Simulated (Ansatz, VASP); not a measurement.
ZnSe: VASP beside Ansatz

```
Zn Se
1.0
     0.00000    2.80910    2.82415
     2.80910    0.00000    2.82415
     2.80910    2.80910    0.00000
Zn Se
1 1
Direct
  0.00000 0.00000 0.00000
  0.25000 0.25000 0.25000
```

Change from the starting cell: strained cell.

Alike in both runs: functional PBEsol; k mesh 8 × 8 × 8; occupations gaussian, width 0.02 eV; no spin polarisation.

Ansatz relaxed the structure, and its values are those at the end. VASP's run is a single point on that final structure, the one shown.

|  | VASP | Ansatz |
| --- | --- | --- |
| version | VASP 6.6.1 | Ansatz 0.2.0 |
| potentials or method | VASP PAW PBE potentials, release 64 (Zn, Se), cutoff 500 eV | scalar-relativistic, plane waves, PAW |
| valence electrons in the cell | 18 | 28 |

VASP gave:

```
gap on the k mesh at the Fermi level (eV) : 1.25
least direct gap on the mesh (eV)         : 1.25
pressure (GPa)                            : 0.4
```

Question: Which values does Ansatz return?

Answer: gap on the k mesh at the Fermi level (eV): 1.24; least direct gap on the mesh (eV): 1.24; pressure (GPa): 0.2.

VASP's potentials were made for PBE, not for PBEsol, and Ansatz warns of the same on its side. VASP's potentials hold 18 valence electrons a cell and Ansatz's 28, so a difference there can come from the potentials and not from the codes. Ansatz's warnings: stress scf threshold loose.
